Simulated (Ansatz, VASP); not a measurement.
One calculation of Bi, two programs

Contents of INCAR:

```
  PREC = Accurate
  ENCUT = 520
  EDIFF = 1E-6
  ISMEAR = -1
  SIGMA = 0.05
  LREAL = F
  LASPH = T
  NELM = 100
  ALGO = Normal
  ISIF = 2
  LWAVE = F
  LCHARG = T
  GGA = PE
  LELF = T
  LVHAR = T
  NBANDS = 22
```

The input KPOINTS:

```
regular mesh
0
Gamma
  6 6 6
```

POSCAR

```
Bi
1.0
    2.2675000000      1.3091417354      3.9773800000
   -2.2675000000      1.3091417354      3.9773800000
    0.0000000000     -2.6182834708      3.9773800000
Bi
2
Direct
    0.7660000000      0.7660000000      0.7660000000
    0.2340000000      0.2340000000      0.2340000000
```

The input input.yaml:

```yaml
crystal:
  lattice:
    - [2.2675, 1.3091417354, 3.97738]
    - [-2.2675, 1.3091417354, 3.97738]
    - [0.0, -2.6182834708, 3.97738]
  atoms:
    - { symbol: Bi, position: [0.766, 0.766, 0.766] }
    - { symbol: Bi, position: [0.234, 0.234, 0.234] }
hamiltonian:
  xc: pbe
  pseudopotentials: { kind: paw }
kpoints:
  mp_grid: { grid: [6, 6, 6] }
scf:
  occupations: { method: fermi_dirac, width: 0.05 }
output:
  forces: true
  stress: true
  eigenvalues: true
  write_density: true
  write_potential: true
  elf: true
  volumetric_format: npy
```

Alike in both runs: task single point; functional PBE; k mesh 6 × 6 × 6; occupations fermi-dirac, width 0.05 eV; no spin polarisation.

|  | VASP | Ansatz |
| --- | --- | --- |
| version | VASP 6.6.1 | Ansatz 0.2.0 |
| potentials or method | VASP PAW PBE potentials, release 64 (Bi_d) | Ansatz PAW |
| plane-wave cutoff (eV) | 520 | 420 |
| valence electrons in the cell | 30 | 30 |

|  | VASP | Ansatz | Ansatz less VASP |
| --- | --- | --- | --- |
| gap on the k mesh at the Fermi level (eV) | none | none | - |
| pressure (GPa) | 1.6 | 1.7 | +0.05 |
| traceless stress, the component that is largest in VASP (GPa) | -0.07 | -0.07 | -0.001 |
| rms of the force components (eV/Å) | 0.041 | 0.038 | -0.0035 |

Atom by atom the forces differ by 0.004 eV/Å (rms over components). A gap of «none» marks a metal or a gap that the smearing closes.

Neither program's run includes spin-orbit coupling.
